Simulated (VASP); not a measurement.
**Al: single point with PBE**

Crystal: Al.

```
Al
1.0
     0.00000    2.02481    2.02481
     2.02481    0.00000    2.02481
     2.02481    2.02481    0.00000
Al
1
Direct
  0.00000 0.00000 0.00000
```

- Program: VASP 6.6.1
- Task: single point
- Functional: PBE
- Potentials or basis: VASP PAW PBE potentials, release 64 (Al)
- Cutoff: 520 eV
- k mesh: 10 × 10 × 10
- Occupations: gaussian, width 0.1 eV
- Spin: no spin polarisation
- Dipole correction: no
- Further INCAR settings: ALGO = Normal; EDIFF = 1e-07; NBANDS = 8

* Pressure: -0.6 GPa

Levels at points of the mesh, in eV from the Fermi level:
```csv
k point,band 1,band 2,band 3,band 4
"(0.00, 0.00, 0.00)",-11.23,12.45,12.45,12.45
"(0.50, 0.00, 0.00)",-4.70,-4.51,11.21,11.21
"(0.50, 0.50, 0.00)",-3.04,-1.73,5.12,5.43
```

It took 2.3 s on 1 thread of Intel(R) Xeon(R) 6975P-C (Granite Rapids), with other jobs on the host, peak memory 0.12 GiB.
